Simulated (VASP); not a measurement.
# NbAs (I4_1md) in VASP: further runs, part 2 of 2

VASP 6.6.1. Earlier steps stand in the parts before.

### 3 Single point, LDA (volume scaled by 1.06)

Input file INCAR:

```
PREC = Accurate
ENCUT = 520
EDIFF = 1E-6
ISMEAR = -1
SIGMA = 0.05
LREAL = F
LASPH = T
NELM = 100
ALGO = Normal
ISIF = 2
LWAVE = F
LCHARG = F
GGA = CA
NBANDS = 26
```

Input file KPOINTS:

```
Automatic mesh
0
Gamma
  11 11 11
```

Input file POSCAR:

```
NbAs
1.0
   -1.7596987896      1.7596987896      5.9545388829
    1.7596987896     -1.7596987896      5.9545388829
    1.7596987896      1.7596987896     -5.9545388829
Nb As
2 2
Direct
    0.5000000000      0.0000000000      0.5000000000
    0.7500000000      0.7500000000      0.0000000000
    0.9160000000      0.4160000000      0.5000000000
    0.1660000000      0.1660000000      0.0000000000
```

Potentials or basis: VASP PAW LDA potentials, release 64 (Nb_sv, As).

Launch:

```
> cat potpaw_LDA.64/Nb_sv/POTCAR potpaw_LDA.64/As/POTCAR > POTCAR
> mpirun -np 1 vasp_std > vasp.out
```

OUTCAR:

```text
PREC = Accurate
   ENCUT = 520
   EDIFF = 1E-6
   ISMEAR = -1
   LREAL = F
   LASPH = T
   NELM = 100
   ISIF = 2
   GGA = CA

 ion  position               nearest neighbor table
   1  0.500  0.000  0.500-   4 2.65   4 2.65   3 2.68   3 2.68   3 2.68   3 2.68
   2  0.750  0.750  0.000-   3 2.65   3 2.65   4 2.68   4 2.68   4 2.68   4 2.68
   3  0.916  0.416  0.500-   2 2.65   2 2.65   1 2.68   1 2.68   1 2.68   1 2.68
   4  0.166  0.166  0.000-   1 2.65   1 2.65   2 2.68   2 2.68   2 2.68   2 2.68

  LATTYP: Found a body centered tetragonal cell.
 ALAT       =     3.5193975792
 C/A-ratio  =     3.3838398470

  Lattice vectors:

 A1 = (  -1.7596987896,   1.7596987896,   5.9545388829)
 A2 = (   1.7596987896,  -1.7596987896,   5.9545388829)
 A3 = (   1.7596987896,   1.7596987896,  -5.9545388829)

Analysis of symmetry for initial positions (statically):
=====================================================================
 Subroutine PRICEL returns:
 Original cell was already a primitive cell.

 Routine SETGRP: Setting up the symmetry group for a
 body centered tetragonal supercell.

 Subroutine GETGRP returns: Found  8 space group operations
 (whereof  4 operations were pure point group operations)
 out of a pool of 16 trial point group operations.

The static configuration has the point symmetry C_2v.
 The point group associated with its full space group is C_4v.

Analysis of symmetry for dynamics (positions and initial velocities):
=====================================================================
 Subroutine PRICEL returns:
 Original cell was already a primitive cell.

 Routine SETGRP: Setting up the symmetry group for a
 body centered tetragonal supercell.

 Subroutine GETGRP returns: Found  8 space group operations
 (whereof  4 operations were pure point group operations)
 out of a pool of 16 trial point group operations.

The dynamic configuration has the point symmetry C_2v.
 The point group associated with its full space group is C_4v.

 Subroutine INISYM returns: Found  8 space group operations
 (whereof  4 operations are pure point group operations),
 and found     1 'primitive' translations

----------------------------------------------------------------------------------------

                                     Primitive cell

  volume of cell :      73.7539

  direct lattice vectors                    reciprocal lattice vectors
    -1.759698790  1.759698790  5.954538883     0.000000000  0.284139537  0.083969558
     1.759698790 -1.759698790  5.954538883     0.284139537  0.000000000  0.083969558
     1.759698790  1.759698790 -5.954538883     0.284139537  0.284139537  0.000000000

  length of vectors
     6.453651135  6.453651135  6.453651135     0.296287299  0.296287299  0.401833987

  position of ions in fractional coordinates (direct lattice)
     0.500000000  0.000000000  0.500000000
     0.750000000  0.750000000  0.000000000
     0.916000000  0.416000000  0.500000000
     0.166000000  0.166000000  0.000000000

  ion indices of the primitive-cell ions
   primitive index   ion index
                 1           1
                 2           2
                 3           3
[... 21 lines left out ...]
     0.000000000  0.000000000  0.000000000

 Subroutine IBZKPT returns following result:
 ===========================================

 Found    126 irreducible k-points:

 Following reciprocal coordinates:
            Coordinates               Weight
  0.000000  0.000000  0.000000      1.000000
  0.090909  0.000000  0.000000      8.000000
  0.181818  0.000000  0.000000      8.000000
  0.272727 -0.000000  0.000000      8.000000
  0.363636 -0.000000  0.000000      8.000000
  0.454545  0.000000  0.000000      8.000000
[... 16 lines left out ...]
 -0.272727  0.181818 -0.000000     16.000000
 -0.181818  0.181818  0.000000      4.000000
 [... further k-points ...]
   k-points           NKPTS =    126   k-points in BZ     NKDIM =    126   number of bands    NBANDS=     26
   number of dos      NEDOS =    301   number of ions     NIONS =      4
   total plane-waves  NPLWV = 110592
   dimension x,y,z NGX =    48 NGY =   48 NGZ =   48
   dimension x,y,z NGXF=    96 NGYF=   96 NGZF=   96
   ions per type =               2   2
   NGX,Y,Z   is equivalent  to a cutoff of  12.36, 12.36, 12.36 a.u.
   NGXF,Y,Z  is equivalent  to a cutoff of  24.73, 24.73, 24.73 a.u.
 SYSTEM =  unknown system
   PREC   = accura    normal or accurate (medium, high low for compatibility)
   ISTART =      0    job   : 0-new  1-cont  2-samecut
   ICHARG =      2    charge: 1-file 2-atom 10-const
   ISPIN  =      1    spin polarized calculation?
   LNONCOLLINEAR =      F non collinear calculations
   LSORBIT =      F    spin-orbit coupling
   LASPH  =      T    aspherical Exc in radial PAW
   ENCUT  =  520.0 eV  38.22 Ry    6.18 a.u.  12.00 12.00 12.00*2*pi/ulx,y,z
   NELM   =    100;   NELMIN=  2; NELMDL= -5     # of ELM steps
   EDIFF  = 0.1E-05   stopping-criterion for ELM
   LREAL  =      F    real-space projection
   EDIFFG = 0.1E-04   stopping-criterion for IOM
   NSW    =      0    number of steps for IOM
   IBRION =     -1    ionic relax: 0-MD 1-quasi-New 2-CG
   NFREE  =      0    steps in history (QN), initial steepest desc. (CG)
   ISIF   =      2    stress and relaxation
   ISYM   =      2    0-nonsym 1-usesym 2-fastsym
   POTIM  = 0.5000    time-step for ionic-motion
   TEBEG  =    0.0;   TEEND  =   0.0 temperature during run
   PSTRESS=    0.0 pullay stress
   NELECT =      36.0000    total number of electrons
   NUPDOWN=      -1.0000    fix difference up-down
   EMIN   =  10.00;   EMAX   =-10.00  energy-range for DOS
   EFERMI =   0.00;   METHOD = LEGACY
   ISMEAR =    -1;   SIGMA  =   0.05  broadening in eV -4-tet -1-fermi 0-gaus
   EFERMI_NEDOS =   21; number of points for ismear=-14 and -15
   IALGO  =     38    algorithm
   IMIX   =      4    mixing-type and parameters
     AMIX     =   0.40;   BMIX     =  1.00
     AMIX_MAG =   1.60;   BMIX_MAG =  1.00
  volume/ion in A,a.u.               =      18.44       124.43
  Fermi-wavevector in a.u.,A,eV,Ry     =   1.288984  2.435826 22.605791  1.661479
  Thomas-Fermi vector in A             =   2.420904
   LORBIT       =      0    0 simple, 1 ext, 2 COOP (PROOUT), +10 PAW based schemes
   GGA     = CA    functional components
   LHFCALC =     F    Hartree Fock is set to
   AEXX    =    0.0000 exact exchange contribution
   IVDW    =     0    specifies the selected vdW correction
   LEPSILON=     F    determine dielectric tensor
   LRPA    =     F    only Hartree local field effects (RPA)
 non-spin polarized calculation
  energy-cutoff  :      520.00
  volume of cell :       73.75
 maximum number of plane-waves:      2030
   NGX = 23   NGY = 23   NGZ = 23

 number of electron      36.0000001 magnetization

 Free energy of the ion-electron system (eV)
  ---------------------------------------------------
  ext. energy  EPLUGINS =         0.00000000
  ---------------------------------------------------
  free energy    TOTEN  =       -36.08730132 eV

  energy without entropy =      -36.08073017  energy(sigma->0) =      -36.08401574

 E-fermi :   8.8229     XC(G=0): -11.7385

 val. band max:        8.8076174114   @ k =  -0.0909   0.4545   0.0909
 cond. band min:       8.8376356300   @ k =  -0.1818  -0.4545   0.1818
 fundamental gap:      0.0300182185
 Fermi energy:         8.8228524693

 k-point     1 :       0.0000    0.0000    0.0000
  band No.  band energies     occupation
      1     -46.1034      2.00000
      2     -46.0814      2.00000
      3     -22.4234      2.00000
      4     -22.3631      2.00000
      5     -22.3631      2.00000
      6     -22.2136      2.00000
[... 685 lines left out ...]
     25      12.2721      0.00000
     26      13.6691      0.00000

 [... further k-points ...]

------------------------ aborting loop because EDIFF is reached ----------------------------------------

  FORCE on cell =-STRESS in cart. coord.  units (eV):
  Direction    XX          YY          ZZ          XY          YZ          ZX
  --------------------------------------------------------------------------------------
  -------------------------------------------------------------------------------------
  Total       -6.6108780     -6.6108780     -5.5204301      0.0000000      0.0000000      0.0000000
  in kB     -143.6100814   -143.6100814   -119.9219541      0.0000000      0.0000000      0.0000000
  external PRESSURE =    -135.7140390 kB  Pullay stress =       0.0000000 kB

 VOLUME and BASIS-vectors are now :
 -----------------------------------------------------------------------------
  energy-cutoff  :      520.00
  volume of cell :       73.75
      direct lattice vectors                 reciprocal lattice vectors
    -1.759698790  1.759698790  5.954538883     0.000000000  0.284139537  0.083969558
     1.759698790 -1.759698790  5.954538883     0.284139537  0.000000000  0.083969558
     1.759698790  1.759698790 -5.954538883     0.284139537  0.284139537  0.000000000

 POSITION                                       TOTAL-FORCE (eV/Angst)
 -----------------------------------------------------------------------------------
      0.00000      1.75970      0.00000        -0.000000      0.000000     -0.210480
      0.00000      0.00000      8.93181         0.000000     -0.000000     -0.210480
      0.00000      1.75970      4.95418        -0.000000      0.000000      0.210480
      0.00000      0.00000      1.97691         0.000000     -0.000000      0.210480
 -----------------------------------------------------------------------------------
    total drift:                               -0.000000     -0.000000      0.000063

  FREE ENERGIE OF THE ION-ELECTRON SYSTEM (eV)
  ---------------------------------------------------
  free  energy   TOTEN  =       -36.0873013163 eV

  energy  without entropy=      -36.0807301669  energy(sigma->0) =      -36.08401574
```

OSZICAR:

```text
N       E                     dE             d eps       ncg     rms          rms(c)
DAV:   1     0.366123931107E+03    0.36612E+03   -0.18631E+04  6552   0.136E+03
DAV:   2    -0.647491989868E+01   -0.37260E+03   -0.36182E+03  8320   0.537E+02
DAV:   3    -0.362795268437E+02   -0.29805E+02   -0.29402E+02 12024   0.115E+02
DAV:   4    -0.382153796119E+02   -0.19359E+01   -0.19230E+01 10584   0.223E+01
DAV:   5    -0.382889047013E+02   -0.73525E-01   -0.73466E-01 11368   0.485E+00    0.103E+01
DAV:   6    -0.361402741534E+02    0.21486E+01   -0.75619E+00 10712   0.196E+01    0.281E+00
DAV:   7    -0.361083496053E+02    0.31925E-01   -0.46178E-01 10736   0.439E+00    0.177E+00
DAV:   8    -0.360876485417E+02    0.20701E-01   -0.71251E-02  9376   0.138E+00    0.370E-01
DAV:   9    -0.360873469898E+02    0.30155E-03   -0.71624E-03 11872   0.527E-01    0.210E-01
DAV:  10    -0.360873192575E+02    0.27732E-04   -0.12832E-03  9776   0.323E-01    0.309E-02
DAV:  11    -0.360873017776E+02    0.17480E-04   -0.83545E-05 10056   0.909E-02    0.145E-02
DAV:  12    -0.360873013163E+02    0.46134E-06   -0.33646E-06  8080   0.166E-02
   1 F= -.36087301E+02 E0= -.36084016E+02  d E =-.657115E-02
```

stdout:

```text
POSCAR found type information on POSCAR NbAs
 POSCAR found :  2 types and       4 ions
 scaLAPACK will be used
 LDA part: xc-table for (Slater(with rela. corr.)+CA(PZ))
 , standard interpolation
 POSCAR, INCAR and KPOINTS ok, starting setup
 FFT: planning ... GRIDC
 FFT: planning ... GRID_SOFT
 FFT: planning ... GRID
 WAVECAR not read
 entering main loop
```

Run time: 3.5 min. Hardware: 1 thread of Intel Xeon 6975P-C (Granite Rapids), shared host; peak memory 0.4 GiB.

Results:

- Free energy: -36.0873 eV
- Pressure: -13.6 GPa
- Largest force: 0.210 eV/Å

Forces on the atoms (eV/Å):
```
Nb   0.000  0.000 -0.210
Nb   0.000  0.000 -0.210
As   0.000  0.000  0.210
As   0.000  0.000  0.210
```

Levels at points of the mesh, in eV from the Fermi level:
| k point | band 15 | band 16 | band 17 | band 18 | band 19 | band 20 | band 21 | band 22 |
| --- | --- | --- | --- | --- | --- | --- | --- | --- |
| (0.00, 0.00, 0.00) | -1.86 | -1.53 | -1.33 | -1.33 | 0.66 | 1.18 | 2.22 | 2.78 |

Caveat: the cell differs from its parent crystal (volume scaled by 1.06).

### 4 Single point, LDA (volume scaled by 0.94)

Input file INCAR:

```
ALGO = Normal
EDIFF = 1E-6
ENCUT = 520
ISIF = 2
ISMEAR = -1
LASPH = T
LCHARG = F
LREAL = F
LWAVE = F
NBANDS = 26
NELM = 60
PREC = Accurate
SIGMA = 0.05
```

Input file KPOINTS:

```
k-points
0
Gamma
  11 11 11
```

Input file POSCAR:

```
NbAs
1.0
   -1.6906186857      1.6906186857      5.7207828749
    1.6906186857     -1.6906186857      5.7207828749
    1.6906186857      1.6906186857     -5.7207828749
Nb As
2 2
Direct
    0.5000000000      0.0000000000      0.5000000000
    0.7500000000      0.7500000000      0.0000000000
    0.9160000000      0.4160000000      0.5000000000
    0.1660000000      0.1660000000      0.0000000000
```

Launch:

```
> cat potpaw_LDA.64/Nb_sv/POTCAR potpaw_LDA.64/As/POTCAR > POTCAR
> mpirun -np 1 vasp_std > vasp.out
```

It took 3.9 min on 1 thread of Intel Xeon 6975P-C (Granite Rapids), shared host; peak memory 0.38 GiB.

Results (log left out):

* Free energy: -36.3269 eV
* Pressure: 6.5 GPa
* Largest force: 0.362 eV/Å
* Band gap on the k mesh: 0.02 eV, indirect (least direct gap 0.08 eV)

Forces on the atoms (eV/Å):
```
Nb   0.000  0.000 -0.362
Nb   0.000  0.000 -0.362
As   0.000  0.000  0.362
As   0.000  0.000  0.362
```

Stress tensor (GPa, compression positive):
```
6.41 0.00 0.00
0.00 6.41 0.00
0.00 0.00 6.55
```

Levels at points of the mesh, in eV from the valence-band top:
```tsv
k point	band 14	band 15	band 16	band 17	band 18	band 19	band 20	band 21	band 22	band 23
(0.00, 0.00, 0.00)	-2.34	-2.20	-1.83	-1.42	-1.42	0.80	1.42	2.62	3.28	3.28
```

Caveat: the cell differs from its parent crystal (volume scaled by 0.94). A k mesh can miss the band edges.

### 5 Single point, LDA

This run uses another cell than the first one, of 17.39 Å³/atom, 0.962 times its volume.

Input file INCAR:

```
PREC = Accurate
ENCUT = 520
EDIFF = 1E-6
ISMEAR = -1
SIGMA = 0.05
LREAL = False
LASPH = True
NELM = 80
ALGO = Normal
ISIF = 2
LWAVE = False
LCHARG = True
GGA = CA
LELF = True
LVHAR = True
NBANDS = 26
```

Input file KPOINTS:

```
regular mesh
0
Gamma
  11 11 11
```

Input file POSCAR:

```
NbAs
1.0
   -1.7258500000      1.7258500000      5.8400000000
    1.7258500000     -1.7258500000      5.8400000000
    1.7258500000      1.7258500000     -5.8400000000
Nb As
2 2
Direct
    0.5000000000      0.0000000000      0.5000000000
    0.7500000000      0.7500000000      0.0000000000
    0.9160000000      0.4160000000      0.5000000000
    0.1660000000      0.1660000000      0.0000000000
```

Launch:

```
> cat potpaw_LDA.64/Nb_sv/POTCAR potpaw_LDA.64/As/POTCAR > POTCAR
> mpirun -np 1 vasp_std > vasp.out
```

Wall time 13 min (1 thread of Intel Xeon 8259CL, shared host); peak memory 0.4 GiB.

The run converged. Its results:

| Property | Result |
| --- | --- |
| Free energy | -36.3365 eV |
| Pressure | -5.2 GPa |
| Largest force | 0.279 eV/Å |

Forces on the atoms (eV/Å):
```
Nb   0.000  0.000 -0.279
Nb   0.000  0.000 -0.279
As   0.000  0.000  0.279
As   0.000  0.000  0.279
```

Stress tensor (GPa, compression positive):
```
-5.71  0.00  0.00
 0.00 -5.71  0.00
 0.00  0.00 -4.25
```

Levels at points of the mesh, in eV from the Fermi level:
```tsv
k point	band 14	band 15	band 16	band 17	band 18	band 19	band 20	band 21	band 22	band 23
(0.00, 0.00, 0.00)	-2.25	-2.02	-1.67	-1.38	-1.38	0.72	1.29	2.41	3.01	3.01
```

### 6 The runs side by side

```csv
cell,pressure (GPa),largest force (eV/Å)
"a = 6.413 Å, angles 148.4, 148.4, 45.4°, 4 atoms",-11.1,0.23
"a = 6.454 Å, angles 148.4, 148.4, 45.4°, 4 atoms",-13.6,0.21
"a = 6.200 Å, angles 148.4, 148.4, 45.4°, 4 atoms",6.5,0.36
"a = 6.330 Å, angles 148.4, 148.4, 45.4°, 4 atoms",-5.2,0.28
```

Alike in all rows: task single point; level LDA; potentials or basis VASP PAW LDA potentials, release 64 (Nb_sv, As); no spin polarisation; k mesh 11 × 11 × 11; cutoff (eV) 520; smearing fermi-dirac 0.05 eV.

Absolute energies hang on the potentials; compare differences alone.
